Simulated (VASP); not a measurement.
# Hf (Fd-3m) in VASP: single point with LDA

Aim: the single point of Hf with LDA.

Everything below comes from runs of VASP 6.6.1. Logs are shortened: lines on timing, memory, paths and dates and some standing lists are left out, and cuts for length are marked.

## (1) The cell of the first run

Symmetry: Fd-3m, No. 227, cubic system. Conventional cell: a = 6.238 Å, b = 6.238 Å, c = 6.238 Å, α = 90.00°, β = 90.00°, γ = 90.00°. Within 3.6 Å of Hf (site symmetry -43m) lie 4 Hf at 2.70 Å.

## (2) Single point, LDA

The input, INCAR:

```
SYSTEM = Hf
ALGO = Normal
EDIFF = 1E-6
ENCUT = 500
GGA = CA
GGA_COMPAT = .False.
ISIF = 2
ISMEAR = -1
LASPH = .True.
LCHARG = .True.
LELF = .True.
LREAL = .False.
LVHAR = .True.
LWAVE = .False.
NBANDS = 17
NELM = 120
PREC = Accurate
SIGMA = 0.13605693000000002
```

The input, KPOINTS:

```
k-points
0
Gamma
  8 8 8
  0 0 0
```

The input, POSCAR:

```
Hf
1.0
    0.0000000000      3.1190639313      3.1190639313
    3.1190639313      0.0000000000      3.1190639313
    3.1190639313      3.1190639313      0.0000000000
Hf
2
Direct
    0.0000000000      0.0000000000      0.0000000000
    0.2500000000      0.2500000000      0.2500000000
```

Potentials or basis: VASP PAW LDA potentials, release 64 (Hf_pv).

Launch:

```
$ cat potpaw_LDA.64/Hf_pv/POTCAR > POTCAR
$ mpirun -np 1 vasp_std > vasp.out
```

OUTCAR:

```text
SYSTEM = Hf
   EDIFF = 1E-6
   ENCUT = 500
   GGA = CA
   ISIF = 2
   ISMEAR = -1
   LASPH = .True.
   LREAL = .False.
   NELM = 120
   PREC = Accurate

 ion  position               nearest neighbor table
   1  0.000  0.000  0.000-   2 2.70   2 2.70   2 2.70   2 2.70
   2  0.250  0.250  0.250-   1 2.70   1 2.70   1 2.70   1 2.70

  LATTYP: Found a face centered cubic cell.
 ALAT       =     6.2381278626

  Lattice vectors:

 A1 = (   0.0000000000,   3.1190639313,   3.1190639313)
 A2 = (   3.1190639313,   0.0000000000,   3.1190639313)
 A3 = (   3.1190639313,   3.1190639313,   0.0000000000)

Analysis of symmetry for initial positions (statically):
=====================================================================
 Subroutine PRICEL returns:
 Original cell was already a primitive cell.

 Routine SETGRP: Setting up the symmetry group for a
 face centered cubic supercell.

 Subroutine GETGRP returns: Found 48 space group operations
 (whereof 24 operations were pure point group operations)
 out of a pool of 48 trial point group operations.

The static configuration has the point symmetry T_d .
 The point group associated with its full space group is O_h .

Analysis of symmetry for dynamics (positions and initial velocities):
=====================================================================
 Subroutine PRICEL returns:
 Original cell was already a primitive cell.

 Routine SETGRP: Setting up the symmetry group for a
 face centered cubic supercell.

 Subroutine GETGRP returns: Found 48 space group operations
 (whereof 24 operations were pure point group operations)
 out of a pool of 48 trial point group operations.

The dynamic configuration has the point symmetry T_d .
 The point group associated with its full space group is O_h .

 Subroutine INISYM returns: Found 48 space group operations
 (whereof 24 operations are pure point group operations),
 and found     1 'primitive' translations

----------------------------------------------------------------------------------------

                                     Primitive cell

  volume of cell :      60.6880

  direct lattice vectors                    reciprocal lattice vectors
     0.000000000  3.119063931  3.119063931    -0.160304505  0.160304505  0.160304505
     3.119063931  0.000000000  3.119063931     0.160304505 -0.160304505  0.160304505
     3.119063931  3.119063931  0.000000000     0.160304505  0.160304505 -0.160304505

  length of vectors
     4.411022514  4.411022514  4.411022514     0.277655548  0.277655548  0.277655548

  position of ions in fractional coordinates (direct lattice)
     0.000000000  0.000000000  0.000000000
     0.250000000  0.250000000  0.250000000

  ion indices of the primitive-cell ions
   primitive index   ion index
                 1           1
                 2           2

----------------------------------------------------------------------------------------

 KPOINTS: k-points

Automatic generation of k-mesh.
 Grid dimensions read from file:
 generate k-points for:    8    8    8

 Generating k-lattice:

  Cartesian coordinates                     Fractional coordinates (reciprocal lattice)
    -0.020038063  0.020038063  0.020038063     0.125000000  0.000000000  0.000000000
     0.020038063 -0.020038063  0.020038063     0.000000000  0.125000000  0.000000000
     0.020038063  0.020038063 -0.020038063     0.000000000  0.000000000  0.125000000

  Length of vectors
     0.034706943  0.034706943  0.034706943

  Shift w.r.t. Gamma in fractional coordinates (k-lattice)
     0.000000000  0.000000000  0.000000000

 Subroutine IBZKPT returns following result:
 ===========================================

 Found     29 irreducible k-points:

 Following reciprocal coordinates:
            Coordinates               Weight
  0.000000  0.000000  0.000000      1.000000
  0.125000  0.000000  0.000000      8.000000
  0.250000  0.000000  0.000000      8.000000
  0.375000  0.000000  0.000000      8.000000
  0.500000  0.000000  0.000000      4.000000
  0.125000  0.125000  0.000000      6.000000
[... 16 lines left out ...]
  0.500000  0.250000  0.125000     48.000000
 -0.375000  0.250000  0.125000     24.000000
 [... further k-points ...]
   k-points           NKPTS =     29   k-points in BZ     NKDIM =     29   number of bands    NBANDS=     17
   number of dos      NEDOS =    301   number of ions     NIONS =      2
   total plane-waves  NPLWV =  32768
   dimension x,y,z NGX =    32 NGY =   32 NGZ =   32
   dimension x,y,z NGXF=    64 NGYF=   64 NGZF=   64
   ions per type =               2
   NGX,Y,Z   is equivalent  to a cutoff of  12.06, 12.06, 12.06 a.u.
   NGXF,Y,Z  is equivalent  to a cutoff of  24.12, 24.12, 24.12 a.u.
 SYSTEM =  Hf
   PREC   = accura    normal or accurate (medium, high low for compatibility)
   ISTART =      0    job   : 0-new  1-cont  2-samecut
   ICHARG =      2    charge: 1-file 2-atom 10-const
   ISPIN  =      1    spin polarized calculation?
   LNONCOLLINEAR =      F non collinear calculations
   LSORBIT =      F    spin-orbit coupling
   LASPH  =      T    aspherical Exc in radial PAW
   ENCUT  =  500.0 eV  36.75 Ry    6.06 a.u.   8.04  8.04  8.04*2*pi/ulx,y,z
   NELM   =    120;   NELMIN=  2; NELMDL= -5     # of ELM steps
   EDIFF  = 0.1E-05   stopping-criterion for ELM
   LREAL  =      F    real-space projection
   EDIFFG = 0.1E-04   stopping-criterion for IOM
   NSW    =      0    number of steps for IOM
   IBRION =     -1    ionic relax: 0-MD 1-quasi-New 2-CG
   NFREE  =      0    steps in history (QN), initial steepest desc. (CG)
   ISIF   =      2    stress and relaxation
   ISYM   =      2    0-nonsym 1-usesym 2-fastsym
   POTIM  = 0.5000    time-step for ionic-motion
   TEBEG  =    0.0;   TEEND  =   0.0 temperature during run
   PSTRESS=    0.0 pullay stress
   NELECT =      20.0000    total number of electrons
   NUPDOWN=      -1.0000    fix difference up-down
   EMIN   =  10.00;   EMAX   =-10.00  energy-range for DOS
   EFERMI =   0.00;   METHOD = LEGACY
   ISMEAR =    -1;   SIGMA  =   0.14  broadening in eV -4-tet -1-fermi 0-gaus
   EFERMI_NEDOS =   21; number of points for ismear=-14 and -15
   IALGO  =     38    algorithm
   IMIX   =      4    mixing-type and parameters
     AMIX     =   0.40;   BMIX     =  1.00
     AMIX_MAG =   1.60;   BMIX_MAG =  1.00
  volume/ion in A,a.u.               =      30.34       204.77
  Fermi-wavevector in a.u.,A,eV,Ry     =   1.130795  2.136893 17.397734  1.278697
  Thomas-Fermi vector in A             =   2.267492
   LORBIT       =      0    0 simple, 1 ext, 2 COOP (PROOUT), +10 PAW based schemes
   GGA     = CA    functional components
   LHFCALC =     F    Hartree Fock is set to
   AEXX    =    0.0000 exact exchange contribution
   IVDW    =     0    specifies the selected vdW correction
   LEPSILON=     F    determine dielectric tensor
   LRPA    =     F    only Hartree local field effects (RPA)
 non-spin polarized calculation
  energy-cutoff  :      500.00
  volume of cell :       60.69
 maximum number of plane-waves:      1572
   NGX = 17   NGY = 17   NGZ = 17

 number of electron      19.9999996 magnetization

 Free energy of the ion-electron system (eV)
  ---------------------------------------------------
  ext. energy  EPLUGINS =         0.00000000
  ---------------------------------------------------
  free energy    TOTEN  =       -16.07226088 eV

  energy without entropy =      -15.80844874  energy(sigma->0) =      -15.94035481

 E-fermi :   2.1194     XC(G=0):  -9.8172

 val. band max:        2.0039567203   @ k =   0.5000   0.2500   0.0000
 cond. band min:       2.1205539767   @ k =  -0.2500   0.3750   0.1250
 fundamental gap:      0.1165972563
 Fermi energy:         2.1194416498

 k-point     1 :       0.0000    0.0000    0.0000
  band No.  band energies     occupation
      1     -28.6549      2.00000
      2     -28.6549      2.00000
      3     -28.6549      2.00000
      4     -27.7863      2.00000
      5     -27.7863      2.00000
      6     -27.7863      2.00000
[... 9 lines left out ...]
     16       8.5773      0.00000
     17       8.5773      0.00000

 k-point     2 :       0.1250    0.0000    0.0000
  band No.  band energies     occupation
      1     -28.6706      2.00000
      2     -28.6706      2.00000
      3     -28.6538      2.00000
      4     -27.7901      2.00000
      5     -27.7694      2.00000
      6     -27.7694      2.00000
[... 9 lines left out ...]
     16       8.5032      0.00000
     17       8.5032      0.00000

 k-point     3 :       0.2500    0.0000    0.0000
  band No.  band energies     occupation
      1     -28.7061      2.00000
      2     -28.7061      2.00000
      3     -28.6518      2.00000
      4     -27.7984      2.00000
      5     -27.7310      2.00000
      6     -27.7310      2.00000
[... 9 lines left out ...]
     16       8.2441      0.00000
     17       8.2441      0.00000

 k-point     4 :       0.3750    0.0000    0.0000
  band No.  band energies     occupation
      1     -28.7391      2.00000
      2     -28.7391      2.00000
      3     -28.6509      2.00000
      4     -27.8053      2.00000
      5     -27.6952      2.00000
      6     -27.6952      2.00000
[... 9 lines left out ...]
     16       7.7479      0.00000
     17       7.7485      0.00000
[... 343 lines left out ...]
      1     -28.7857      2.00000
      2     -28.7475      2.00000
      3     -28.5477      2.00000
      4     -27.9081      2.00000
      5     -27.6867      2.00000
      6     -27.6492      2.00000
[... 9 lines left out ...]
     16       7.0043      0.00000
     17       8.6755      0.00000

 k-point    23 :       0.5000    0.2500    0.1250
  band No.  band energies     occupation
      1     -28.8289      2.00000
      2     -28.7764      2.00000
      3     -28.4981      2.00000
      4     -27.9598      2.00000
      5     -27.6556      2.00000
      6     -27.6063      2.00000
[... 9 lines left out ...]
     16       6.3914      0.00000
     17       8.2396      0.00000

 k-point    24 :      -0.3750    0.2500    0.1250
  band No.  band energies     occupation
      1     -28.8441      2.00000
      2     -28.7898      2.00000
      3     -28.4752      2.00000
      4     -27.9831      2.00000
      5     -27.6410      2.00000
      6     -27.5918      2.00000
[... 9 lines left out ...]
     16       6.9462      0.00000
     17       7.5765      0.00000

 [... further k-points ...]

------------------------ aborting loop because EDIFF is reached ----------------------------------------

  FORCE on cell =-STRESS in cart. coord.  units (eV):
  Direction    XX          YY          ZZ          XY          YZ          ZX
  --------------------------------------------------------------------------------------
  -------------------------------------------------------------------------------------
  Total       -0.1265339     -0.1265339     -0.1265339      0.0000000      0.0000000      0.0000000
  in kB       -3.3405248     -3.3405248     -3.3405248      0.0000000      0.0000000      0.0000000
  external PRESSURE =      -3.3405248 kB  Pullay stress =       0.0000000 kB

 VOLUME and BASIS-vectors are now :
 -----------------------------------------------------------------------------
  energy-cutoff  :      500.00
  volume of cell :       60.69
      direct lattice vectors                 reciprocal lattice vectors
     0.000000000  3.119063931  3.119063931    -0.160304505  0.160304505  0.160304505
     3.119063931  0.000000000  3.119063931     0.160304505 -0.160304505  0.160304505
     3.119063931  3.119063931  0.000000000     0.160304505  0.160304505 -0.160304505

 POSITION                                       TOTAL-FORCE (eV/Angst)
 -----------------------------------------------------------------------------------
      0.00000      0.00000      0.00000         0.000000     -0.000000     -0.000000
      1.55953      1.55953      1.55953        -0.000000      0.000000      0.000000
 -----------------------------------------------------------------------------------
    total drift:                               -0.000000      0.000000      0.000000

  FREE ENERGIE OF THE ION-ELECTRON SYSTEM (eV)
  ---------------------------------------------------
  free  energy   TOTEN  =       -16.0722608815 eV

  energy  without entropy=      -15.8084487369  energy(sigma->0) =      -15.94035481
```

Wall time 23 s (1 thread of Intel Xeon 8259CL, shared host); peak memory 0.16 GiB.

What came out:

- Free energy: -16.0723 eV
- Pressure: -0.3 GPa
- Band gap on the k mesh: zero (band 10 reaches 2.42 eV, above the bottom of band 11 at 1.90 eV)

Levels at points of the mesh, in eV from the Fermi level:
| k point | band 7 | band 8 | band 9 | band 10 | band 11 | band 12 | band 13 | band 14 |
| --- | --- | --- | --- | --- | --- | --- | --- | --- |
| (0.00, 0.00, 0.00) | -5.36 | -0.57 | -0.57 | 0.19 | 0.19 | 0.19 | 2.32 | 2.32 |
| (0.50, 0.00, 0.00) | -2.95 | -1.02 | -0.51 | -0.51 | 0.15 | 0.15 | 0.20 | 3.55 |
| (0.50, 0.50, 0.00) | -1.65 | -1.65 | -0.84 | -0.84 | 0.27 | 0.27 | 2.22 | 2.22 |

Caveat: spin-orbit coupling is left out, which moves the levels of the heavy elements.
